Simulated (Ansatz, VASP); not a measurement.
## WC4: VASP beside Ansatz

```
W C
1.0
     3.41690    0.00000    0.00000
     0.00000    3.41690    0.00000
     0.00000    0.00000    3.41690
W C
1 4
Direct
  0.50000 0.50000 0.50000
  0.50000 0.00000 0.00000
  0.00000 0.50000 0.00000
  0.00000 0.00000 0.50000
  0.00000 0.00000 0.00000
```

Alike in both runs: functional PBE; k mesh 12 × 12 × 12; occupations gaussian, width 0.1 eV; no spin polarisation.

Ansatz relaxed the structure, and its values are those at the end. VASP's run is a single point on that final structure, the one shown.

|  | VASP | Ansatz |
| --- | --- | --- |
| version | VASP 6.6.1 | Ansatz 0.2.0 |
| potentials or method | VASP PAW PBE potentials, release 64 (W_sv, C), cutoff 520 eV | scalar-relativistic, plane waves, PAW |
| valence electrons in the cell | 30 | 30 |

|  | VASP | Ansatz | Ansatz less VASP |
| --- | --- | --- | --- |
| gap on the k mesh at the Fermi level (eV) | none | none | - |
| pressure (GPa) | 0.6 | 0.0 | -0.62 |

A gap of «none» marks a metal or a gap that the smearing closes. With one functional, cell and mesh, what is left measures potentials, basis and numerics.

Spin-orbit coupling is off throughout.
